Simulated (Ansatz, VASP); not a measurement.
## One calculation of ZnO, two programs

The input INCAR:

```
PREC     = Accurate       # precision mode
ENCUT    = 600            # plane-wave cutoff, eV
EDIFF    = 1E-6           # SCF threshold, eV
ISMEAR   = 0              # smearing method
SIGMA    = 0.1            # smearing width, eV
LREAL    = False          # projectors in reciprocal space
LASPH    = True           # aspherical terms in the spheres
NELM     = 100            # most SCF steps
ALGO     = Normal         # electronic algorithm
ISIF     = 3              # what is computed and relaxed
LWAVE    = False          # write WAVECAR
LCHARG   = False          # write CHGCAR
GGA      = PE             # functional
IBRION   = 2              # ionic algorithm
NSW      = 90             # ionic steps
EDIFFG   = -0.04          # ionic threshold
```

The input KPOINTS:

```
regular mesh
0
Gamma
  6 6 4
```

The input POSCAR:

```
ZnO
1.0
    3.0334914149      0.0000000000      0.0000000000
    0.0000000000      3.0334914149      0.0000000000
    0.0000000000      0.0000000000      5.3995402499
Zn O
2 2
Direct
    0.0000000000      0.5000000000      0.0000000000
    0.5000000000      0.0000000000      0.5000000000
    0.5000000000      0.5000000000      0.2500000000
    0.5000000000      0.5000000000      0.7500000000
```

Input for Ansatz:

```yaml
crystal:
  lattice:
    - [3.0334914149, 0.0, 0.0]
    - [0.0, 3.0334914149, 0.0]
    - [0.0, 0.0, 5.3995402499]
  atoms:
    - { symbol: Zn, position: [0.0, 0.5, 0.0] }
    - { symbol: Zn, position: [0.5, 0.0, 0.5] }
    - { symbol: O, position: [0.5, 0.5, 0.25] }
    - { symbol: O, position: [0.5, 0.5, 0.75] }
basis:
  ecutwfc: 420
kpoints:
  mp_grid: { grid: [6, 6, 4] }
hamiltonian:
  xc: pbe
scf:
  occupations: { method: gaussian, width: 0.1 }
  lower_state_search: "off"
output:
  forces: true
  stress: true
  eigenvalues: true
relax:
  adjacent_minimum: "off"
  f_tol: 0.04
  max_steps: 70
  cell: { stress_tol: 0.4 }
```

Change from the starting cell: ordered vacancies on the anion sites of fluorite (P4_2/mmc, No. 131).

Alike in both runs: task relaxation of cell and atoms; functional PBE; k mesh 6 × 6 × 4; occupations gaussian, width 0.1 eV; no spin polarisation.

|  | VASP | Ansatz |
| --- | --- | --- |
| version | VASP 6.6.1 | Ansatz 0.2.0 |
| potentials or method | VASP PAW PBE potentials, release 64 (Zn, O), cutoff 600 eV | scalar-relativistic, plane waves, PAW |
| valence electrons in the cell | 36 | 36 |

|  | VASP | Ansatz | Ansatz less VASP |
| --- | --- | --- | --- |
| gap on the k mesh at the Fermi level, each at its own relaxed structure (eV) | none | none | - |
| relaxed volume (Å³/atom) | 12.50 | 12.42 | -0.081 |
| relaxed length of the cell vector where the two differ most in proportion (Å) | 5.423 | 5.400 | -0.0239 |

A gap of «none» marks a metal or a gap that the smearing closes.
